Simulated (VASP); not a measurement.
Set up this calculation in VASP 6.6.1, as the native input.

```
Task                   : single point
Functional             : PBE
Potentials or basis    : VASP PAW PBE potentials, release 64 (Ga_d)
Cutoff                 : 520 eV
k mesh                 : 45 × 45 × 45
Occupations            : fermi-dirac, width 0.0612256 eV
Spin                   : no spin polarisation
Dipole correction      : no
Further INCAR settings : ALGO = Normal; EDIFF = 1e-06; NBANDS = 12
```

The structure of Ga lies in POSCAR:

```
Ga
1.0
   -1.6639543796      1.6639543796      1.6639543796
    1.6639543796     -1.6639543796      1.6639543796
    1.6639543796      1.6639543796     -1.6639543796
Ga
1
Direct
    0.0000000000      0.0000000000      0.0000000000
```

This isn't the form of Ga at room conditions, which is orthorhombic.

One way to write it, as run:

INCAR

```
  ALGO = Normal
  EDIFF = 1E-6
  ENCUT = 520
  GGA = PE
  ISIF = 2
  ISMEAR = -1
  LASPH = T
  LCHARG = F
  LREAL = F
  LWAVE = F
  NBANDS = 12
  NELM = 80
  PREC = Accurate
  SIGMA = 0.06122561905347299
```

KPOINTS

```
k-points
0
Gamma
  45 45 45
```

Potentials or basis: VASP PAW PBE potentials, release 64 (Ga_d).

Run with:

```console
$ cat potpaw_PBE.64/Ga_d/POTCAR > POTCAR
$ mpirun -np 1 vasp_std > vasp.out
```

It gave:

- Pressure: 2.2 GPa
- Band gap on the k mesh: zero (an odd number of electrons rules out a gap without spin polarisation)

Wall time 8.7 min on 1 thread of Oxide Virtual Turin-like Processor, with other jobs on the host, peak memory 0.54 GiB.
